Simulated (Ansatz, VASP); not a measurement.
Te: VASP beside Ansatz

The input INCAR:

```
ALGO = Normal
EDIFF = 1E-6
ENCUT = 520
GGA = PE
ISIF = 2
ISMEAR = -1
LASPH = T
LCHARG = T
LELF = T
LREAL = F
LVHAR = T
LWAVE = F
NBANDS = 9
NELM = 60
PREC = Accurate
SIGMA = 0.08
```

The input KPOINTS:

```
k-points
0
Gamma
  16 16 16
```

POSCAR

```
Te
1.0
   -1.6313615495      1.6313615495      1.6313615495
    1.6313615495     -1.6313615495      1.6313615495
    1.6313615495      1.6313615495     -1.6313615495
Te
1
Direct
    0.0000000000      0.0000000000      0.0000000000
```

Input for Ansatz:

```yaml
crystal:
  lattice:
    - [-1.6313615495, 1.6313615495, 1.6313615495]
    - [1.6313615495, -1.6313615495, 1.6313615495]
    - [1.6313615495, 1.6313615495, -1.6313615495]
  atoms:
    - { symbol: Te, position: [0.0, 0.0, 0.0] }
kpoints:
  mp_grid: { grid: [16, 16, 16] }
scf:
  occupations: { method: fermi_dirac, width: 0.08 }
hamiltonian:
  xc: pbe
  pseudopotentials: { kind: paw }
output:
  forces: true
  stress: true
  eigenvalues: true
```

Change from the starting cell: volume scaled by 0.609, to set the pressure.

Alike in both runs: task single point; functional PBE; k mesh 16 × 16 × 16; occupations fermi-dirac, width 0.08 eV; no spin polarisation.

```csv
,VASP,Ansatz
version,VASP 6.6.1,Ansatz 0.2.0
potentials or method,"VASP PAW PBE potentials, release 64 (Te)","PAW with Ansatz's default frozen-core files, scalar-relativistic"
plane-wave cutoff (eV),520,420
valence electrons in the cell,6,16
```

|  | VASP | Ansatz | Ansatz less VASP |
| --- | --- | --- | --- |
| pressure (GPa) | 87.3 | 86.9 | -0.37 |

Both programs put the cell under a high pressure, so it lies far from rest at this level. With one functional, cell and mesh, what is left measures potentials, basis and numerics. VASP's potentials hold 6 valence electrons a cell and Ansatz's 16, so a difference there can come from the potentials and not from the codes.

Spin-orbit coupling is off throughout. Noted on VASP's run: the cell as given lies far from equilibrium.
